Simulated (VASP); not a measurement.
# BN (Cm) in VASP: a series of runs

The runs below take BN through single point, with LDA.

Program: VASP 6.6.1. These are calculated values, not measurements. Logs are shortened: lines on timing, memory, paths and dates and some standing lists are left out, and cuts for length are marked.

## (1) The cell of the first run

It takes space group Cm (No. 8, monoclinic). The conventional cell has a = 4.441 Å, b = 2.564 Å, c = 2.564 Å, α = 90.00°, β = 125.26°, γ = 90.00°. Within 1.7 Å of B (site symmetry m) lie 3 N at 1.24 to 1.63 Å. Within 1.7 Å of N (site symmetry m) lie 3 B at 1.24 to 1.63 Å.

## (2) Single point, LDA (all N atoms moved +0.438 Å, as atom 2 along Cartesian [1 1 0])

File INCAR:

```
PREC = Accurate
ENCUT = 520
EDIFF = 1E-6
ISMEAR = 0
SIGMA = 0.05
LREAL = F
LASPH = T
NELM = 80
ALGO = Normal
ISIF = 2
LWAVE = F
LCHARG = F
GGA = CA
NBANDS = 11
```

File KPOINTS:

```
Automatic mesh
0
Gamma
  12 12 12
```

File POSCAR:

```
BN
1.0
    0.0000000000      1.8130010000      1.8130010000
    1.8130010000      0.0000000000      1.8130010000
    1.8130010000      1.8130010000      0.0000000000
B N
1 1
Direct
    0.0000000000      0.0000000000      0.0000000000
    0.7500000000      0.7500000000      0.9206337817
```

Potentials or basis: VASP PAW LDA potentials, release 64 (B, N).

Launch:

```
$ cat potpaw_LDA.64/B/POTCAR potpaw_LDA.64/N/POTCAR > POTCAR
$ mpirun -np 1 vasp_std > vasp.out
```

OUTCAR:

```text
PREC = Accurate
   ENCUT = 520
   EDIFF = 1E-6
   ISMEAR = 0
   LREAL = F
   LASPH = T
   NELM = 80
   ISIF = 2
   GGA = CA

 ion  position               nearest neighbor table
   1  0.000  0.000  0.000-   2 1.24   2 1.63   2 1.63   2 1.94
   2  0.750  0.750  0.921-   1 1.24   1 1.63   1 1.63   1 1.94

  LATTYP: Found a face centered cubic cell.
 ALAT       =     3.6260020000

  Lattice vectors:

 A1 = (   0.0000000000,   1.8130010000,   1.8130010000)
 A2 = (   1.8130010000,   0.0000000000,   1.8130010000)
 A3 = (   1.8130010000,   1.8130010000,   0.0000000000)

Analysis of symmetry for initial positions (statically):
=====================================================================
 Subroutine PRICEL returns:
 Original cell was already a primitive cell.

 Routine SETGRP: Setting up the symmetry group for a
 face centered cubic supercell.

 Subroutine GETGRP returns: Found  2 space group operations
 (whereof  2 operations were pure point group operations)
 out of a pool of 48 trial point group operations.

The static configuration has the point symmetry C_1h.

Analysis of symmetry for dynamics (positions and initial velocities):
=====================================================================
 Subroutine PRICEL returns:
 Original cell was already a primitive cell.

 Routine SETGRP: Setting up the symmetry group for a
 face centered cubic supercell.

 Subroutine GETGRP returns: Found  2 space group operations
 (whereof  2 operations were pure point group operations)
 out of a pool of 48 trial point group operations.

The dynamic configuration has the point symmetry C_1h.

 Subroutine INISYM returns: Found  2 space group operations
 (whereof  2 operations are pure point group operations),
 and found     1 'primitive' translations

----------------------------------------------------------------------------------------

                                     Primitive cell

  volume of cell :      11.9186

  direct lattice vectors                    reciprocal lattice vectors
     0.000000000  1.813001000  1.813001000    -0.275785838  0.275785838  0.275785838
     1.813001000  0.000000000  1.813001000     0.275785838 -0.275785838  0.275785838
     1.813001000  1.813001000  0.000000000     0.275785838  0.275785838 -0.275785838

  length of vectors
     2.563970603  2.563970603  2.563970603     0.477675083  0.477675083  0.477675083

  position of ions in fractional coordinates (direct lattice)
     0.000000000  0.000000000  0.000000000
     0.750000000  0.750000000  0.920633782

  ion indices of the primitive-cell ions
   primitive index   ion index
                 1           1
                 2           2

----------------------------------------------------------------------------------------

 KPOINTS: Automatic mesh

Automatic generation of k-mesh.
 Grid dimensions read from file:
 generate k-points for:   12   12   12

 Generating k-lattice:

  Cartesian coordinates                     Fractional coordinates (reciprocal lattice)
    -0.022982153  0.022982153  0.022982153     0.083333333  0.000000000  0.000000000
     0.022982153 -0.022982153  0.022982153     0.000000000  0.083333333  0.000000000
     0.022982153  0.022982153 -0.022982153     0.000000000  0.000000000  0.083333333

  Length of vectors
     0.039806257  0.039806257  0.039806257

  Shift w.r.t. Gamma in fractional coordinates (k-lattice)
     0.000000000  0.000000000  0.000000000

 Subroutine IBZKPT returns following result:
 ===========================================

 Found    476 irreducible k-points:

 Following reciprocal coordinates:
            Coordinates               Weight
  0.000000  0.000000  0.000000      1.000000
  0.083333  0.000000  0.000000      4.000000
  0.000000  0.000000  0.083333      2.000000
  0.083333  0.083333  0.083333      2.000000
  0.166667  0.000000  0.000000      4.000000
  0.000000  0.000000  0.166667      2.000000
[... 16 lines left out ...]
  0.000000  0.166667  0.083333      4.000000
  0.083333  0.000000  0.166667      4.000000
 [... further k-points ...]
   k-points           NKPTS =    476   k-points in BZ     NKDIM =    476   number of bands    NBANDS=     11
   number of dos      NEDOS =    301   number of ions     NIONS =      2
   total plane-waves  NPLWV =   8000
   dimension x,y,z NGX =    20 NGY =   20 NGZ =   20
   dimension x,y,z NGXF=    40 NGYF=   40 NGZF=   40
   ions per type =               1   1
   NGX,Y,Z   is equivalent  to a cutoff of  12.97, 12.97, 12.97 a.u.
   NGXF,Y,Z  is equivalent  to a cutoff of  25.94, 25.94, 25.94 a.u.
 SYSTEM =  unknown system
   PREC   = accura    normal or accurate (medium, high low for compatibility)
   ISTART =      0    job   : 0-new  1-cont  2-samecut
   ICHARG =      2    charge: 1-file 2-atom 10-const
   ISPIN  =      1    spin polarized calculation?
   LNONCOLLINEAR =      F non collinear calculations
   LSORBIT =      F    spin-orbit coupling
   LASPH  =      T    aspherical Exc in radial PAW
   ENCUT  =  520.0 eV  38.22 Ry    6.18 a.u.   4.77  4.77  4.77*2*pi/ulx,y,z
   NELM   =     80;   NELMIN=  2; NELMDL= -5     # of ELM steps
   EDIFF  = 0.1E-05   stopping-criterion for ELM
   LREAL  =      F    real-space projection
   EDIFFG = 0.1E-04   stopping-criterion for IOM
   NSW    =      0    number of steps for IOM
   IBRION =     -1    ionic relax: 0-MD 1-quasi-New 2-CG
   NFREE  =      0    steps in history (QN), initial steepest desc. (CG)
   ISIF   =      2    stress and relaxation
   ISYM   =      2    0-nonsym 1-usesym 2-fastsym
   POTIM  = 0.5000    time-step for ionic-motion
   TEBEG  =    0.0;   TEEND  =   0.0 temperature during run
   PSTRESS=    0.0 pullay stress
   NELECT =       8.0000    total number of electrons
   NUPDOWN=      -1.0000    fix difference up-down
   EMIN   =  10.00;   EMAX   =-10.00  energy-range for DOS
   EFERMI =   0.00;   METHOD = LEGACY
   ISMEAR =     0;   SIGMA  =   0.05  broadening in eV -4-tet -1-fermi 0-gaus
   EFERMI_NEDOS =   21; number of points for ismear=-14 and -15
   IALGO  =     38    algorithm
   IMIX   =      4    mixing-type and parameters
     AMIX     =   0.40;   BMIX     =  1.00
     AMIX_MAG =   1.60;   BMIX_MAG =  1.00
  volume/ion in A,a.u.               =       5.96        40.22
  Fermi-wavevector in a.u.,A,eV,Ry     =   1.433387  2.708709 27.954506  2.054598
  Thomas-Fermi vector in A             =   2.552911
   LORBIT       =      0    0 simple, 1 ext, 2 COOP (PROOUT), +10 PAW based schemes
   GGA     = CA    functional components
   LHFCALC =     F    Hartree Fock is set to
   AEXX    =    0.0000 exact exchange contribution
   IVDW    =     0    specifies the selected vdW correction
   LEPSILON=     F    determine dielectric tensor
   LRPA    =     F    only Hartree local field effects (RPA)
 non-spin polarized calculation
 Gauss-broadening in eV      SIGMA  =   0.05
  energy-cutoff  :      520.00
  volume of cell :       11.92
 maximum number of plane-waves:       332
   NGX =  9   NGY =  9   NGZ =  9

 number of electron       8.0000000 magnetization

 Free energy of the ion-electron system (eV)
  ---------------------------------------------------
  ext. energy  EPLUGINS =         0.00000000
  ---------------------------------------------------
  free energy    TOTEN  =       -17.19403090 eV

  energy without entropy =      -17.19403090  energy(sigma->0) =      -17.19403090

 E-fermi :   8.6299     XC(G=0): -13.0267

 val. band max:        8.3120256333   @ k =  -0.2500  -0.0833  -0.0833
 cond. band min:       9.1507318888   @ k =   0.5000   0.5000   0.0000
 fundamental gap:      0.8387062555
 Fermi energy:         8.6298591563

 k-point     1 :       0.0000    0.0000    0.0000
  band No.  band energies     occupation
      1     -12.8237      2.00000
      2       3.1064      2.00000
      3       7.8611      2.00000
      4       8.2041      2.00000
      5      14.6830      0.00000
      6      16.3410      0.00000
      7      16.9947      0.00000
      8      21.5198      0.00000
      9      29.2803      0.00000
     10      32.5842      0.00000
     11      34.6692      0.00000

 k-point     2 :       0.0833    0.0000    0.0000
  band No.  band energies     occupation
      1     -12.6610      2.00000
      2       2.8870      2.00000
      3       7.1391      2.00000
      4       8.1898      2.00000
      5      14.6386      0.00000
      6      16.6787      0.00000
      7      17.0130      0.00000
      8      22.0872      0.00000
      9      29.2097      0.00000
     10      32.1495      0.00000
     11      33.0409      0.00000

 k-point     3 :       0.0000    0.0000    0.0833
  band No.  band energies     occupation
      1     -12.6547      2.00000
      2       3.0077      2.00000
      3       7.3160      2.00000
      4       7.7725      2.00000
      5      14.6787      0.00000
      6      16.5702      0.00000
      7      17.2340      0.00000
      8      21.7327      0.00000
      9      29.3463      0.00000
     10      32.2977      0.00000
     11      33.2767      0.00000

 k-point     4 :       0.0833    0.0833    0.0833
  band No.  band energies     occupation
      1     -12.6704      2.00000
      2       2.7027      2.00000
      3       7.4703      2.00000
      4       8.0732      2.00000
      5      15.3681      0.00000
      6      16.2878      0.00000
      7      16.9805      0.00000
      8      21.7917      0.00000
      9      28.9936      0.00000
     10      31.9458      0.00000
     11      32.1518      0.00000

 k-point     5 :       0.1667    0.0000    0.0000
  band No.  band energies     occupation
      1     -12.1800      2.00000
      2       2.1777      2.00000
      3       5.6387      2.00000
      4       8.0883      2.00000
      5      14.5074      0.00000
      6      16.4633      0.00000
      7      18.0806      0.00000
      8      23.3329      0.00000
      9      29.0176      0.00000
     10      30.7315      0.00000
     11      31.8505      0.00000
[... 211 lines left out ...]
 k-point    21 :       0.0000    0.0833    0.0833
  band No.  band energies     occupation
      1     -12.6055      2.00000
      2       2.7989      2.00000
      3       7.2506      2.00000
      4       7.8193      2.00000
      5      14.5086      0.00000
      6      16.8285      0.00000
      7      17.3245      0.00000
      8      22.0236      0.00000
      9      28.6823      0.00000
     10      31.8789      0.00000
     11      33.0869      0.00000

 k-point    22 :       0.1667    0.0833    0.0000
  band No.  band energies     occupation
      1     -12.2444      2.00000
      2       2.3246      2.00000
      3       5.9934      2.00000
      4       7.7367      2.00000
      5      15.3266      0.00000
      6      16.1054      0.00000
      7      17.5182      0.00000
      8      22.8732      0.00000
      9      28.2669      0.00000
     10      31.2191      0.00000
     11      33.8588      0.00000

 k-point    23 :       0.0000    0.1667    0.0833
  band No.  band energies     occupation
      1     -12.2354      2.00000
      2       2.2177      2.00000
      3       5.8895      2.00000
      4       8.0125      2.00000
      5      14.3139      0.00000
      6      16.7498      0.00000
      7      18.0956      0.00000
      8      23.2571      0.00000
      9      27.7843      0.00000
     10      31.1863      0.00000
     11      32.7388      0.00000

 k-point    24 :       0.0833    0.0000    0.1667
  band No.  band energies     occupation
      1     -12.2167      2.00000
      2       2.5214      2.00000
      3       5.9729      2.00000
      4       7.3292      2.00000
      5      14.3548      0.00000
      6      17.1281      0.00000
      7      18.0089      0.00000
      8      22.2808      0.00000
      9      27.8494      0.00000
     10      32.2389      0.00000
     11      32.8120      0.00000

 [... further k-points ...]

------------------------ aborting loop because EDIFF is reached ----------------------------------------

  FORCE on cell =-STRESS in cart. coord.  units (eV):
  Direction    XX          YY          ZZ          XY          YZ          ZX
  --------------------------------------------------------------------------------------
  -------------------------------------------------------------------------------------
  Total        2.4685346      2.4685346      4.9540639      3.6695540      1.2997030      1.2997029
  in kB      331.8376674    331.8376674    665.9598642    493.2870761    174.7151501    174.7151416
  external PRESSURE =     443.2117330 kB  Pullay stress =       0.0000000 kB

 VOLUME and BASIS-vectors are now :
 -----------------------------------------------------------------------------
  energy-cutoff  :      520.00
  volume of cell :       11.92
      direct lattice vectors                 reciprocal lattice vectors
     0.000000000  1.813001000  1.813001000    -0.275785838  0.275785838  0.275785838
     1.813001000  0.000000000  1.813001000     0.275785838 -0.275785838  0.275785838
     1.813001000  1.813001000  0.000000000     0.275785838  0.275785838 -0.275785838

 POSITION                                       TOTAL-FORCE (eV/Angst)
 -----------------------------------------------------------------------------------
      0.00000      0.00000      0.00000         7.128631      7.128631      8.885353
      3.02886      3.02886      2.71950        -7.128631     -7.128631     -8.885353
 -----------------------------------------------------------------------------------
    total drift:                               -0.000397     -0.000397     -0.000552

  FREE ENERGIE OF THE ION-ELECTRON SYSTEM (eV)
  ---------------------------------------------------
  free  energy   TOTEN  =       -17.1940308993 eV

  energy  without entropy=      -17.1940308993  energy(sigma->0) =      -17.19403090
```

Run time: 87 s. Hardware: 1 thread of AMD EPYC, shared host; peak memory 0.13 GiB.

What came out:

| Item | Value |
| --- | --- |
| Free energy | -17.1940 eV |
| Pressure | 44.3 GPa |
| Largest force | 13.438 eV/Å |
| Band gap on the k mesh | 0.84 eV, indirect (least direct gap 4.84 eV) |

Forces in eV/Å, atoms in the order of the input:
```
B    7.129  7.129  8.885
N   -7.129 -7.129 -8.885
```

Caveat: the cell differs from its parent crystal (all N atoms moved +0.438 Å, as atom 2 along Cartesian [1 1 0]); forces of over 1 eV/Å act on the atoms, so gaps and moduli don't describe the material at rest. A k mesh can miss the band edges.

## (3) Single point, LDA (all N atoms moved +0.312 Å, as atom 2 along Cartesian [1 1 0])

File INCAR:

```
  PREC = Accurate
  ENCUT = 520
  EDIFF = 1E-7
  ISMEAR = 0
  SIGMA = 0.05
  LREAL = False
  LASPH = True
  NELM = 80
  ALGO = Normal
  ISIF = 2
  LWAVE = False
  LCHARG = False
  NBANDS = 11
```

KPOINTS is that of step 2.

Changes to POSCAR since step 2:

```diff
@@ -9,2 +9,2 @@
     0.0000000000      0.0000000000      0.0000000000
-    0.7500000000      0.7500000000      0.9206337817
+    0.7500000000      0.7500000000      0.8718812726
```

Potentials or basis: VASP PAW LDA potentials, release 64 (B, N).

Launch:

```
$ cat potpaw_LDA.64/B/POTCAR potpaw_LDA.64/N/POTCAR > POTCAR
$ mpirun -np 1 vasp_std > vasp.out
```

It took 2.3 min on 1 thread of AMD EPYC, shared host; peak memory 0.13 GiB.

The run converged. Its results:

```
Free energy            : -18.2686 eV
Pressure               : 15.4 GPa
Largest force          : 8.460 eV/Å
Band gap on the k mesh : 1.70 eV, indirect (least direct gap 6.13 eV)
```

Forces in eV/Å, atoms in the order of the input:
```
B    5.061  5.061  4.510
N   -5.061 -5.061 -4.510
```

Stress tensor (GPa, compression positive):
```
11.74 27.88  7.17
27.88 11.74  7.17
 7.17  7.17 22.84
```

Levels at points of the mesh, in eV from the valence-band top:
| k point | band 1 | band 2 | band 3 | band 4 | band 5 | band 6 | band 7 | band 8 | band 9 |
| --- | --- | --- | --- | --- | --- | --- | --- | --- | --- |
| (0.00, 0.00, 0.00) | -21.33 | -4.38 | -0.91 | 0.00 | 6.58 | 7.21 | 8.27 | 11.23 | 21.88 |
| (0.50, 0.00, 0.00) | -17.24 | -11.93 | -5.15 | -1.00 | 5.22 | 8.05 | 13.25 | 14.51 | 20.30 |
| (0.00, 0.00, 0.50) | -17.13 | -11.45 | -5.30 | -2.10 | 6.04 | 8.13 | 11.87 | 12.10 | 21.43 |
| (0.50, 0.50, 0.50) | -17.44 | -12.40 | -3.85 | -1.90 | 6.94 | 9.81 | 12.62 | 13.87 | 19.26 |
| (0.50, 0.50, 0.00) | -16.12 | -10.42 | -6.18 | -5.05 | 1.70 | 6.40 | 16.31 | 17.93 | 20.12 |
| (0.00, 0.50, 0.50) | -15.91 | -10.34 | -6.87 | -5.32 | 2.57 | 6.73 | 16.22 | 17.29 | 19.40 |

Caveat: the cell differs from its parent crystal (all N atoms moved +0.312 Å, as atom 2 along Cartesian [1 1 0]); forces of over 1 eV/Å act on the atoms, so gaps and moduli don't describe the material at rest.

## (4) Single point, LDA (all N atoms moved +0.188 Å, as atom 2 along Cartesian [1 1 0])

File INCAR:

```
SYSTEM = BN
PREC = Accurate
ENCUT = 520
EDIFF = 1E-6
ISMEAR = 0
SIGMA = 0.05
LREAL = .FALSE.
LASPH = .TRUE.
NELM = 100
ALGO = Normal
ISIF = 2
LWAVE = .FALSE.
LCHARG = .FALSE.
NBANDS = 11
```

File KPOINTS:

```
Automatic mesh
0
G
  12 12 12
  0 0 0
```

Changes to POSCAR since step 3:

```diff
@@ -9,2 +9,2 @@
     0.0000000000      0.0000000000      0.0000000000
-    0.7500000000      0.7500000000      0.8718812726
+    0.7500000000      0.7500000000      0.8231287636
```

Launch:

```
$ cat potpaw_LDA.64/B/POTCAR potpaw_LDA.64/N/POTCAR > POTCAR
$ mpirun -np 1 vasp_std > vasp.out
```

Run time: 2.4 min. Hardware: 1 thread of AMD EPYC, shared host; peak memory 0.13 GiB.

Results (log left out):

```
Free energy            : -18.9876 eV
Pressure               : -3.2 GPa
Largest force          : 4.638 eV/Å
Band gap on the k mesh : 2.65 eV, indirect (least direct gap 6.76 eV)
```

Forces on the atoms (eV/Å):
```
B    3.070  3.070  1.631
N   -3.070 -3.070 -1.631
```

Stress tensor (GPa, compression positive):
```
-4.08 10.61  2.69
10.61 -4.08  2.69
 2.69  2.69 -1.30
```

Levels at points of the mesh, in eV from the valence-band top:
```
           k point  band 2  band 3  band 4  band 5  band 6  band 7
(0.00, 0.00, 0.00)   -3.06   -1.05    0.00    6.76    7.12    8.55
(0.50, 0.00, 0.00)  -11.84   -4.43   -1.70    6.55    8.67   12.47
(0.00, 0.00, 0.50)  -11.50   -4.37   -2.51    7.33    8.50   10.86
(0.50, 0.50, 0.50)  -12.19   -3.56   -2.20    7.79    9.56   11.33
(0.50, 0.50, 0.00)  -10.18   -6.09   -5.64    2.65    7.13   16.36
(0.00, 0.50, 0.50)  -10.12   -6.59   -5.53    2.94    7.45   15.94
```

Caveat: the cell differs from its parent crystal (all N atoms moved +0.188 Å, as atom 2 along Cartesian [1 1 0]); forces of over 1 eV/Å act on the atoms, so gaps and moduli don't describe the material at rest. A k mesh can miss the band edges.
